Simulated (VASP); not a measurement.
# Cr3BP (Pm-3m) in VASP: notebook

Cr3BP is run at these levels: PBE; tasks: single point, relaxation of cell and atoms.

Program: VASP 6.6.1. These are calculated values, not measurements. Logs are shortened: lines on timing, memory, paths and dates and some standing lists are left out, and cuts for length are marked.

**1. The cell of the first run**

The structure is cubic, space group Pm-3m (No. 221). The conventional cell has a = 4.100 Å, b = 4.100 Å, c = 4.100 Å, α = 90.00°, β = 90.00°, γ = 90.00°. Within 2.7 Å of Cr (site symmetry 4/mmm) lie 2 P at 2.05 Å. B (site symmetry m-3m) has 12 Cr at 2.90 Å and 8 P at 3.55 Å within 3.8 Å. Within 2.7 Å of P (site symmetry m-3m) lie 6 Cr at 2.05 Å.

**2. Single point, PBE**

File INCAR:

```
SYSTEM = Cr3BP
PREC = Accurate
ENCUT = 520
EDIFF = 1E-7
ISMEAR = 0
SIGMA = 0.1
LREAL = .FALSE.
LASPH = .TRUE.
NELM = 60
ALGO = Normal
ISIF = 2
LWAVE = .FALSE.
LCHARG = .TRUE.
GGA = PE
LELF = .TRUE.
LVHAR = .TRUE.
NBANDS = 30
```

File KPOINTS:

```
Automatic mesh
0
G
  4 4 4
  0 0 0
```

File POSCAR:

```
Cr3BP
1.0
    4.1003702619      0.0000000000      0.0000000000
    0.0000000000      4.1003702619      0.0000000000
    0.0000000000      0.0000000000      4.1003702619
Cr B P
3 1 1
Direct
    0.0000000000      0.5000000000      0.5000000000
    0.5000000000      0.0000000000      0.5000000000
    0.5000000000      0.5000000000      0.0000000000
    0.0000000000      0.0000000000      0.0000000000
    0.5000000000      0.5000000000      0.5000000000
```

Potentials or basis: VASP PAW PBE potentials, release 64 (Cr_pv, B, P).

Command:

```
cat potpaw_PBE.64/Cr_pv/POTCAR potpaw_PBE.64/B/POTCAR potpaw_PBE.64/P/POTCAR > POTCAR
mpirun -np 1 vasp_std > vasp.out
```

OUTCAR:

```text
SYSTEM = Cr3BP
   PREC = Accurate
   ENCUT = 520
   EDIFF = 1E-7
   ISMEAR = 0
   LREAL = .FALSE.
   LASPH = .TRUE.
   NELM = 60
   ISIF = 2
   GGA = PE

 ion  position               nearest neighbor table
   1  0.000  0.500  0.500-   5 2.05   5 2.05   2 2.90   3 2.90   2 2.90   2 2.90   3 2.90   3 2.90
                             3 2.90   2 2.90
   2  0.500  0.000  0.500-   5 2.05   5 2.05   1 2.90   3 2.90   1 2.90   3 2.90   3 2.90   3 2.90
                             1 2.90   1 2.90
   3  0.500  0.500  0.000-   5 2.05   5 2.05   1 2.90   1 2.90   2 2.90   2 2.90   2 2.90   2 2.90
                             1 2.90   1 2.90
   4  0.000  0.000  0.000-
   5  0.500  0.500  0.500-   1 2.05   2 2.05   3 2.05   3 2.05   2 2.05   1 2.05

  LATTYP: Found a simple cubic cell.
 ALAT       =     4.1003702619

  Lattice vectors:

 A1 = (   4.1003702619,   0.0000000000,   0.0000000000)
 A2 = (   0.0000000000,   4.1003702619,   0.0000000000)
 A3 = (   0.0000000000,   0.0000000000,   4.1003702619)

Analysis of symmetry for initial positions (statically):
=====================================================================
 Subroutine PRICEL returns:
 Original cell was already a primitive cell.

 Routine SETGRP: Setting up the symmetry group for a
 simple cubic supercell.

 Subroutine GETGRP returns: Found 48 space group operations
 (whereof 48 operations were pure point group operations)
 out of a pool of 48 trial point group operations.

The static configuration has the point symmetry O_h .

Analysis of symmetry for dynamics (positions and initial velocities):
=====================================================================
 Subroutine PRICEL returns:
 Original cell was already a primitive cell.

 Routine SETGRP: Setting up the symmetry group for a
 simple cubic supercell.

 Subroutine GETGRP returns: Found 48 space group operations
 (whereof 48 operations were pure point group operations)
 out of a pool of 48 trial point group operations.

The dynamic configuration has the point symmetry O_h .

 Subroutine INISYM returns: Found 48 space group operations
 (whereof 48 operations are pure point group operations),
 and found     1 'primitive' translations

----------------------------------------------------------------------------------------

                                     Primitive cell

  volume of cell :      68.9397

  direct lattice vectors                    reciprocal lattice vectors
     4.100370262  0.000000000  0.000000000     0.243880415  0.000000000  0.000000000
     0.000000000  4.100370262  0.000000000     0.000000000  0.243880415  0.000000000
     0.000000000  0.000000000  4.100370262     0.000000000  0.000000000  0.243880415

  length of vectors
     4.100370262  4.100370262  4.100370262     0.243880415  0.243880415  0.243880415

  position of ions in fractional coordinates (direct lattice)
     0.000000000  0.500000000  0.500000000
     0.500000000  0.000000000  0.500000000
     0.500000000  0.500000000  0.000000000
     0.000000000  0.000000000  0.000000000
     0.500000000  0.500000000  0.500000000

  ion indices of the primitive-cell ions
   primitive index   ion index
                 1           1
                 2           2
                 3           3
                 4           4
                 5           5

----------------------------------------------------------------------------------------

 KPOINTS: Automatic mesh

Automatic generation of k-mesh.
 Grid dimensions read from file:
 generate k-points for:    4    4    4

 Generating k-lattice:

  Cartesian coordinates                     Fractional coordinates (reciprocal lattice)
     0.060970104  0.000000000  0.000000000     0.250000000  0.000000000  0.000000000
     0.000000000  0.060970104  0.000000000     0.000000000  0.250000000  0.000000000
     0.000000000  0.000000000  0.060970104     0.000000000  0.000000000  0.250000000

  Length of vectors
     0.060970104  0.060970104  0.060970104

  Shift w.r.t. Gamma in fractional coordinates (k-lattice)
     0.000000000  0.000000000  0.000000000

 Subroutine IBZKPT returns following result:
 ===========================================

 Found     10 irreducible k-points:

 Following reciprocal coordinates:
            Coordinates               Weight
  0.000000  0.000000  0.000000      1.000000
  0.250000  0.000000  0.000000      6.000000
  0.500000  0.000000  0.000000      3.000000
  0.250000  0.250000  0.000000     12.000000
  0.500000  0.250000  0.000000     12.000000
  0.500000  0.500000  0.000000      3.000000
  0.250000  0.250000  0.250000      8.000000
  0.500000  0.250000  0.250000     12.000000
  0.500000  0.500000  0.250000      6.000000
  0.500000  0.500000  0.500000      1.000000
   k-points           NKPTS =     10   k-points in BZ     NKDIM =     10   number of bands    NBANDS=     30
   number of dos      NEDOS =    301   number of ions     NIONS =      5
   total plane-waves  NPLWV =  27000
   dimension x,y,z NGX =    30 NGY =   30 NGZ =   30
   dimension x,y,z NGXF=    60 NGYF=   60 NGZF=   60
   ions per type =               3   1   1
   NGX,Y,Z   is equivalent  to a cutoff of  12.16, 12.16, 12.16 a.u.
   NGXF,Y,Z  is equivalent  to a cutoff of  24.33, 24.33, 24.33 a.u.
 SYSTEM =  Cr3BP
   PREC   = accura    normal or accurate (medium, high low for compatibility)
   ISTART =      0    job   : 0-new  1-cont  2-samecut
   ICHARG =      2    charge: 1-file 2-atom 10-const
   ISPIN  =      1    spin polarized calculation?
   LNONCOLLINEAR =      F non collinear calculations
   LSORBIT =      F    spin-orbit coupling
   LASPH  =      T    aspherical Exc in radial PAW
   ENCUT  =  520.0 eV  38.22 Ry    6.18 a.u.   7.62  7.62  7.62*2*pi/ulx,y,z
   NELM   =     60;   NELMIN=  2; NELMDL= -5     # of ELM steps
   EDIFF  = 0.1E-06   stopping-criterion for ELM
   LREAL  =      F    real-space projection
   EDIFFG = 0.1E-05   stopping-criterion for IOM
   NSW    =      0    number of steps for IOM
   IBRION =     -1    ionic relax: 0-MD 1-quasi-New 2-CG
   NFREE  =      0    steps in history (QN), initial steepest desc. (CG)
   ISIF   =      2    stress and relaxation
   ISYM   =      2    0-nonsym 1-usesym 2-fastsym
   POTIM  = 0.5000    time-step for ionic-motion
   TEBEG  =    0.0;   TEEND  =   0.0 temperature during run
   PSTRESS=    0.0 pullay stress
   NELECT =      44.0000    total number of electrons
   NUPDOWN=      -1.0000    fix difference up-down
   EMIN   =  10.00;   EMAX   =-10.00  energy-range for DOS
   EFERMI =   0.00;   METHOD = LEGACY
   ISMEAR =     0;   SIGMA  =   0.10  broadening in eV -4-tet -1-fermi 0-gaus
   EFERMI_NEDOS =   21; number of points for ismear=-14 and -15
   IALGO  =     38    algorithm
   IMIX   =      4    mixing-type and parameters
     AMIX     =   0.40;   BMIX     =  1.00
     AMIX_MAG =   1.60;   BMIX_MAG =  1.00
  volume/ion in A,a.u.               =      13.79        93.05
  Fermi-wavevector in a.u.,A,eV,Ry     =   1.409514  2.663595 27.031089  1.986729
  Thomas-Fermi vector in A             =   2.531562
   LORBIT       =      0    0 simple, 1 ext, 2 COOP (PROOUT), +10 PAW based schemes
   GGA     = PE    functional components
   LHFCALC =     F    Hartree Fock is set to
   AEXX    =    0.0000 exact exchange contribution
   IVDW    =     0    specifies the selected vdW correction
   LEPSILON=     F    determine dielectric tensor
   LRPA    =     F    only Hartree local field effects (RPA)
 non-spin polarized calculation
 Gauss-broadening in eV      SIGMA  =   0.10
  energy-cutoff  :      520.00
  volume of cell :       68.94
 maximum number of plane-waves:      1871
   NGX = 15   NGY = 15   NGZ = 15

 number of electron      43.9999908 magnetization

 Free energy of the ion-electron system (eV)
  ---------------------------------------------------
  ext. energy  EPLUGINS =         0.00000000
  ---------------------------------------------------
  free energy    TOTEN  =       -34.54075155 eV

  energy without entropy =      -34.51157962  energy(sigma->0) =      -34.52616558

 E-fermi :   7.3200     XC(G=0): -11.6479

 val. band max:        7.3057707565   @ k =   0.5000   0.0000   0.0000
 cond. band min:       7.3478471260   @ k =   0.5000   0.2500   0.2500
 fundamental gap:      0.0420763695
 Fermi energy:         7.3200204366

 k-point     1 :       0.0000    0.0000    0.0000
  band No.  band energies     occupation
      1     -35.7037      2.00000
      2     -35.7037      2.00000
      3     -35.7037      2.00000
      4     -35.6211      2.00000
      5     -35.6211      2.00000
      6     -35.6211      2.00000
[... 22 lines left out ...]
     29       9.0436      0.00000
     30       9.0436      0.00000

 k-point     2 :       0.2500    0.0000    0.0000
  band No.  band energies     occupation
      1     -35.6893      2.00000
      2     -35.6892      2.00000
      3     -35.6827      2.00000
      4     -35.6257      2.00000
      5     -35.6257      2.00000
      6     -35.6220      2.00000
[... 22 lines left out ...]
     29       9.0730      0.00000
     30       9.7605      0.00000

 k-point     3 :       0.5000    0.0000    0.0000
  band No.  band energies     occupation
      1     -35.6690      2.00000
      2     -35.6690      2.00000
      3     -35.6519      2.00000
      4     -35.6354      2.00000
      5     -35.6354      2.00000
      6     -35.6229      2.00000
[... 22 lines left out ...]
     29       9.6018      0.00000
     30      10.1431      0.00000

 k-point     4 :       0.2500    0.2500    0.0000
  band No.  band energies     occupation
      1     -35.6987      2.00000
      2     -35.6748      2.00000
      3     -35.6575      2.00000
      4     -35.6453      2.00000
      5     -35.6282      2.00000
      6     -35.5990      2.00000
[... 154 lines left out ...]
     29       9.2201      0.00000
     30      10.7834      0.00000

 k-point     9 :       0.5000    0.5000    0.2500
  band No.  band energies     occupation
      1     -35.7110      2.00000
      2     -35.7044      2.00000
      3     -35.6889      2.00000
      4     -35.6889      2.00000
      5     -35.5842      2.00000
      6     -35.5842      2.00000
[... 22 lines left out ...]
     29       9.0336      0.00000
     30      10.8646      0.00000

 k-point    10 :       0.5000    0.5000    0.5000
  band No.  band energies     occupation
      1     -35.7448      2.00000
      2     -35.7108      2.00000
      3     -35.7108      2.00000
      4     -35.7108      2.00000
      5     -35.5629      2.00000
      6     -35.5629      2.00000
[... 22 lines left out ...]
     29       8.6375      0.00000
     30      11.0550      0.00000

------------------------ aborting loop because EDIFF is reached ----------------------------------------

  FORCE on cell =-STRESS in cart. coord.  units (eV):
  Direction    XX          YY          ZZ          XY          YZ          ZX
  --------------------------------------------------------------------------------------
  -------------------------------------------------------------------------------------
  Total        0.0092585      0.0092585      0.0092585     -0.0000000      0.0000000     -0.0000000
  in kB        0.2151697      0.2151697      0.2151697     -0.0000000      0.0000000     -0.0000000
  external PRESSURE =       0.2151697 kB  Pullay stress =       0.0000000 kB

 VOLUME and BASIS-vectors are now :
 -----------------------------------------------------------------------------
  energy-cutoff  :      520.00
  volume of cell :       68.94
      direct lattice vectors                 reciprocal lattice vectors
     4.100370262  0.000000000  0.000000000     0.243880415  0.000000000  0.000000000
     0.000000000  4.100370262  0.000000000     0.000000000  0.243880415  0.000000000
     0.000000000  0.000000000  4.100370262     0.000000000  0.000000000  0.243880415

 POSITION                                       TOTAL-FORCE (eV/Angst)
 -----------------------------------------------------------------------------------
      0.00000      2.05019      2.05019         0.000000      0.000000      0.000000
      2.05019      0.00000      2.05019         0.000000      0.000000      0.000000
      2.05019      2.05019      0.00000         0.000000      0.000000      0.000000
      0.00000      0.00000      0.00000         0.000000      0.000000      0.000000
      2.05019      2.05019      2.05019         0.000000      0.000000      0.000000
 -----------------------------------------------------------------------------------
    total drift:                                0.000000      0.000000     -0.000000

  FREE ENERGIE OF THE ION-ELECTRON SYSTEM (eV)
  ---------------------------------------------------
  free  energy   TOTEN  =       -34.5407515484 eV

  energy  without entropy=      -34.5115796163  energy(sigma->0) =      -34.52616558
```

Run time: 20 s. Hardware: 1 thread of Intel Xeon Platinum 8375C at 2.90GHz (Ice Lake), shared host; peak memory 0.17 GiB.

What came out:

```yaml
Free_energy: -34.5408 eV
Pressure: 0.0 GPa
Band_gap_on_the_k_mesh: zero (band 22 reaches 7.61 eV, above the bottom of band 23 at 6.80 eV)
```

Levels at points of the mesh, in eV from the Fermi level:
| k point | band 18 | band 19 | band 20 | band 21 | band 22 | band 23 | band 24 | band 25 | band 26 | band 27 |
| --- | --- | --- | --- | --- | --- | --- | --- | --- | --- | --- |
| (0.00, 0.00, 0.00) | -1.72 | -1.72 | -0.43 | -0.43 | 0.29 | 0.29 | 0.29 | 1.33 | 1.54 | 1.54 |
| (0.50, 0.00, 0.00) | -2.27 | -0.77 | -0.40 | -0.35 | -0.01 | 0.04 | 0.04 | 0.58 | 1.54 | 1.87 |
| (0.50, 0.50, 0.00) | -1.26 | -1.26 | -0.52 | -0.52 | 0.08 | 0.13 | 0.41 | 0.66 | 0.72 | 1.65 |
| (0.50, 0.50, 0.50) | -0.62 | -0.62 | -0.62 | -0.52 | -0.52 | -0.52 | 0.65 | 0.65 | 0.98 | 1.32 |

Caveat: the k points lie up to 0.38 Å⁻¹ apart.

**3. Relaxation of cell and atoms, PBE**

This run uses another cell than the first one, of 11.16 Å³/atom, 0.810 times its volume.

File INCAR:

```
ALGO     = Normal         # electronic algorithm
EDIFF    = 1E-7           # SCF threshold, eV
EDIFFG   = -0.04          # ionic threshold
ENCUT    = 600            # plane-wave cutoff, eV
GGA      = PE             # functional
IBRION   = 2              # ionic algorithm
ISIF     = 3              # what is computed and relaxed
ISMEAR   = 0              # smearing method
LASPH    = T              # aspherical terms in the spheres
LCHARG   = F              # write CHGCAR
LREAL    = F              # projectors in reciprocal space
LWAVE    = F              # write WAVECAR
NELM     = 80             # most SCF steps
NSW      = 90             # ionic steps
PREC     = Accurate       # precision mode
SIGMA    = 0.1            # smearing width, eV
```

File KPOINTS:

```
k-points
0
Gamma
  4 4 4
```

Changes to POSCAR since step 2:

```diff
@@ -2,5 +2,5 @@
 1.0
-    4.1003702619      0.0000000000      0.0000000000
-    0.0000000000      4.1003702619      0.0000000000
-    0.0000000000      0.0000000000      4.1003702619
+    3.8215214185      0.0000000000      0.0000000000
+    0.0000000000      3.8215214185      0.0000000000
+    0.0000000000      0.0000000000      3.8215214185
 Cr B P
```

Potentials or basis: VASP PAW PBE potentials, release 64 (Cr_pv, B, P).

Command:

```
cat potpaw_PBE.64/Cr_pv/POTCAR potpaw_PBE.64/B/POTCAR potpaw_PBE.64/P/POTCAR > POTCAR
mpirun -np 1 vasp_std > vasp.out
```

It took 72 s on 1 thread of Intel Xeon Platinum 8375C at 2.90GHz (Ice Lake), shared host; peak memory 0.19 GiB.

Results (log left out):

```
Free energy                            : -34.5369 eV
Relaxed volume                         : 13.82 Å³/atom
Relaxed cell                           : a = 4.104 Å, b = 4.104 Å, c = 4.104 Å, α = 90.00°, β = 90.00°, γ = 90.00°
Space group after relaxing (to 0.05 Å) : Pm-3m (No. 221)
Energy gained by relaxing              : 341.4 meV/atom
Ionic steps                            : 4
Pressure after relaxing                : -0.3 GPa
Band gap on the k mesh                 : zero (band 22 reaches 7.59 eV, above the bottom of band 23 at 6.77 eV)
```

Step by step:
```csv
step,energy change (eV),largest force (eV/Å),pressure (GPa),volume (Å³)
1,0.0000,0.0000,49.89,55.81
2,0.0375,0.0000,-22.40,88.86
3,-1.7040,0.0000,-1.41,69.60
4,-1.7068,0.0000,-0.34,69.10
```

Final structure:
```
Cr B P
1.0
     4.10360    0.00000    0.00000
     0.00000    4.10360    0.00000
     0.00000    0.00000    4.10360
Cr B P
3 1 1
Direct
  0.00000 0.50000 0.50000
  0.50000 0.00000 0.50000
  0.50000 0.50000 0.00000
  0.00000 0.00000 0.00000
  0.50000 0.50000 0.50000
```

Levels at points of the mesh, in eV from the Fermi level:
```
           k point  band 20  band 21  band 22  band 23  band 24  band 25
(0.00, 0.00, 0.00)    -0.43    -0.43     0.29     0.29     0.29     1.32
(0.50, 0.00, 0.00)    -0.40    -0.35    -0.01     0.04     0.04     0.57
(0.50, 0.50, 0.00)    -0.52    -0.52     0.08     0.13     0.41     0.66
(0.50, 0.50, 0.50)    -0.62    -0.52    -0.52    -0.52     0.65     0.65
```

Caveat: the k points lie up to 0.38 Å⁻¹ apart in the final cell; the volume moved by over 15 % at a fixed basis, so the end points are rough.
